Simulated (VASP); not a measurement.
# Re (Fm-3m) in VASP: notebook, part 2 of 2

VASP 6.6.1. The steps go on from the part before.

### Step 5. Single point, PBE, non-collinear spin, zero start, spin-orbit coupling

INCAR

```
PREC     = Accurate       # precision mode
ENCUT    = 520            # plane-wave cutoff, eV
EDIFF    = 1E-7           # SCF threshold, eV
ISMEAR   = -1             # smearing method
SIGMA    = 0.15           # smearing width, eV
LREAL    = F              # projectors in reciprocal space
LASPH    = T              # aspherical terms in the spheres
NELM     = 150            # most SCF steps
ALGO     = Normal         # electronic algorithm
ISIF     = 2              # what is computed and relaxed
LWAVE    = F              # write WAVECAR
LCHARG   = T              # write CHGCAR
MAGMOM   = 0 0 0          # initial moments
LORBIT   = 11             # projections on sites
LSORBIT  = T              # spin-orbit coupling
GGA_COMPAT= F            
LORBMOM  = T            
LMAXMIX  = 4              # l up to which the mixer works
GGA      = PE             # functional
LVHAR    = T            
NBANDS   = 18             # bands
```

KPOINTS

```
regular mesh
0
Gamma
  4 4 4
```

POSCAR

```
Re
1.0
    0.0000000000      1.9574000000      1.9574000000
    1.9574000000      0.0000000000      1.9574000000
    1.9574000000      1.9574000000      0.0000000000
Re
1
Direct
    0.0000000000      0.0000000000      0.0000000000
```

Potentials or basis: VASP PAW PBE potentials, release 64 (Re).

The run is started by

```console
$ cat potpaw_PBE.64/Re/POTCAR > POTCAR
$ mpirun -np 1 vasp_ncl > vasp.out
```

OUTCAR:

```text
PREC = Accurate
   ENCUT = 520
   EDIFF = 1E-7
   ISMEAR = -1
   LREAL = F
   LASPH = T
   NELM = 150
   ISIF = 2
   LORBIT = 11
   LSORBIT = T
   GGA = PE

 ion  position               nearest neighbor table
   1  0.000  0.000  0.000-

  LATTYP: Found a face centered cubic cell.
 ALAT       =     3.9148000000

  Lattice vectors:

 A1 = (   0.0000000000,   1.9574000000,   1.9574000000)
 A2 = (   1.9574000000,   0.0000000000,   1.9574000000)
 A3 = (   1.9574000000,   1.9574000000,   0.0000000000)

Analysis of symmetry for initial positions (statically):
=====================================================================
 Subroutine PRICEL returns:
 Original cell was already a primitive cell.

 Routine SETGRP: Setting up the symmetry group for a
 face centered cubic supercell.

 Subroutine GETGRP returns: Found 48 space group operations
 (whereof 48 operations were pure point group operations)
 out of a pool of 48 trial point group operations.

The static configuration has the point symmetry O_h .

Analysis of symmetry for dynamics (positions and initial velocities):
=====================================================================
 Subroutine PRICEL returns:
 Original cell was already a primitive cell.

 Routine SETGRP: Setting up the symmetry group for a
 face centered cubic supercell.

 Subroutine GETGRP returns: Found 48 space group operations
 (whereof 48 operations were pure point group operations)
 out of a pool of 48 trial point group operations.

The dynamic configuration has the point symmetry O_h .

Analysis of structural, dynamic, and magnetic symmetry:
=====================================================================
 Subroutine PRICEL returns:
 Original cell was already a primitive cell.

 Routine SETGRP: Setting up the symmetry group for a
 face centered cubic supercell.

 Subroutine GETGRP returns: Found 48 space group operations
 (whereof 48 operations were pure point group operations)
 out of a pool of 48 trial point group operations.

The overall configuration has the point symmetry O_h .

 Subroutine INISYM returns: Found 48 space group operations
 (whereof 48 operations are pure point group operations),
 and found     1 'primitive' translations

----------------------------------------------------------------------------------------

                                     Primitive cell

  volume of cell :      14.9992

  direct lattice vectors                    reciprocal lattice vectors
     0.000000000  1.957400000  1.957400000    -0.255440891  0.255440891  0.255440891
     1.957400000  0.000000000  1.957400000     0.255440891 -0.255440891  0.255440891
     1.957400000  1.957400000  0.000000000     0.255440891  0.255440891 -0.255440891

  length of vectors
     2.768181627  2.768181627  2.768181627     0.442436602  0.442436602  0.442436602

  position of ions in fractional coordinates (direct lattice)
     0.000000000  0.000000000  0.000000000

  ion indices of the primitive-cell ions
   primitive index   ion index
                 1           1

----------------------------------------------------------------------------------------

 KPOINTS: regular mesh

Automatic generation of k-mesh.
 Grid dimensions read from file:
 generate k-points for:    4    4    4

 Generating k-lattice:

[... 75 lines left out ...]
  energy-cutoff  :      520.00
  volume of cell :       15.00
 maximum number of plane-waves:       830
 NGX is ok and might be reduce to    24
   NGX = 11   NGY = 11   NGZ = 11

 number of electron       7.0000000 magnetization       0.0000000      0.0000000      0.0000000

 number of electron       7.0000001 magnetization      -0.0000000     -0.0000000     -0.0000000

 number of electron       7.0000001 magnetization      -0.0000000      0.0000000      0.0000000

 number of electron       7.0000001 magnetization       0.0000000     -0.0000000     -0.0000000

 Free energy of the ion-electron system (eV)
  ---------------------------------------------------
  ext. energy  EPLUGINS =         0.00000000
  ---------------------------------------------------
  free energy    TOTEN  =       -12.57663906 eV

  energy without entropy =      -12.44191456  energy(sigma->0) =      -12.50927681

 E-fermi :   8.0746     XC(G=0): -13.6182

 val. band max:        8.0185656959   @ k =   0.5000   0.0000   0.0000
 cond. band min:       8.1783241259   @ k =   0.5000   0.2500   0.0000
 fundamental gap:      0.1597584300
 Fermi energy:         8.0746008310

 k-point     1 :       0.0000    0.0000    0.0000
  band No.  band energies     occupation
      1      -2.0787      1.00000
      2      -2.0787      1.00000
      3       5.8266      1.00000
      4       5.8266      1.00000
      5       5.8266      1.00000
      6       5.8266      1.00000
[... 145 lines left out ...]
      5       4.7745      1.00000
      6       4.7745      1.00000
[... 10 lines left out ...]
     17      23.1586      0.00000
     18      23.1586      0.00000

------------------------ aborting loop because EDIFF is reached ----------------------------------------

  FORCE on cell =-STRESS in cart. coord.  units (eV):
  Direction    XX          YY          ZZ          XY          YZ          ZX
  --------------------------------------------------------------------------------------
  -------------------------------------------------------------------------------------
  Total        0.3431007      0.3431007      0.3431007      0.0000000      0.0000000     -0.0000000
  in kB       36.6491081     36.6491081     36.6491081      0.0000000      0.0000000     -0.0000000
  external PRESSURE =      36.6491081 kB  Pullay stress =       0.0000000 kB

 VOLUME and BASIS-vectors are now :
 -----------------------------------------------------------------------------
  energy-cutoff  :      520.00
  volume of cell :       15.00
      direct lattice vectors                 reciprocal lattice vectors
     0.000000000  1.957400000  1.957400000    -0.255440891  0.255440891  0.255440891
     1.957400000  0.000000000  1.957400000     0.255440891 -0.255440891  0.255440891
     1.957400000  1.957400000  0.000000000     0.255440891  0.255440891 -0.255440891

 POSITION                                       TOTAL-FORCE (eV/Angst)
 -----------------------------------------------------------------------------------
      0.00000      0.00000      0.00000         0.000000      0.000000      0.000000
 -----------------------------------------------------------------------------------
    total drift:                               -0.000000      0.000000      0.000000

  FREE ENERGIE OF THE ION-ELECTRON SYSTEM (eV)
  ---------------------------------------------------
  free  energy   TOTEN  =       -12.5766390631 eV

  energy  without entropy=      -12.4419145588  energy(sigma->0) =      -12.50927681

 orbital moment (x)

 # of ion     p       d       tot
 ----------------------------------------
  1         0.000  -0.000  -0.000
 ----------------------------------------
            0.000  -0.000  -0.000

 orbital moment (y)

 # of ion     p       d       tot
 ----------------------------------------
  1         0.000   0.000   0.000
 ----------------------------------------
            0.000   0.000   0.000

 orbital moment (z)

 # of ion     p       d       tot
 ----------------------------------------
  1         0.000   0.000   0.000
 ----------------------------------------
            0.000   0.000   0.000

 Spin-Orbit-Coupling matrix elements

 Ion:    1  E_soc:     -0.6719352
 l=   1
     0.0000000    -0.0393134    -0.0393134
    -0.0393134     0.0000000    -0.0393134
    -0.0393134    -0.0393134     0.0000000
 l=   2
     0.0000000    -0.0150770     0.0000000    -0.0150770    -0.0575989
    -0.0150770     0.0000000    -0.0431991    -0.0150770    -0.0143997
     0.0000000    -0.0431991     0.0000000    -0.0431991     0.0000000
    -0.0150770    -0.0150770    -0.0431991     0.0000000    -0.0143997
    -0.0575989    -0.0143997     0.0000000    -0.0143997     0.0000000
 l=   3
     0.0000000     0.0000000     0.0000000     0.0000000     0.0000000     0.0000000     0.0000000
     0.0000000     0.0000000     0.0000000     0.0000000     0.0000000     0.0000000     0.0000000
     0.0000000     0.0000000     0.0000000     0.0000000     0.0000000     0.0000000     0.0000000
     0.0000000     0.0000000     0.0000000     0.0000000     0.0000000     0.0000000     0.0000000
     0.0000000     0.0000000     0.0000000     0.0000000     0.0000000     0.0000000     0.0000000
     0.0000000     0.0000000     0.0000000     0.0000000     0.0000000     0.0000000     0.0000000
     0.0000000     0.0000000     0.0000000     0.0000000     0.0000000     0.0000000     0.0000000

 total charge

# of ion       s       p       d       tot
------------------------------------------
    1        0.629   0.655   4.783   6.067

 magnetization (x)

# of ion       s       p       d       tot
------------------------------------------
    1        0.000   0.000  -0.000  -0.000

 magnetization (y)

# of ion       s       p       d       tot
------------------------------------------
    1        0.000   0.000   0.000   0.000

 magnetization (z)

# of ion       s       p       d       tot
------------------------------------------
    1        0.000   0.000   0.000   0.000
```

Run time: 16 s. Hardware: 1 thread of Intel Xeon 8259CL, shared host; peak memory 0.19 GiB.

What came out:

| Quantity | Value |
| --- | --- |
| Free energy | -12.5766 eV |
| Pressure | 3.7 GPa |
| Net moment | 0.00 μB per cell |
| Valence electrons inside the program's atomic spheres | Re 6.07 |

Moments on the atoms (μB; x, y, z):
```
Re  0.00 0.00 0.00
```

Caveat: the k points lie up to 0.69 Å⁻¹ apart.
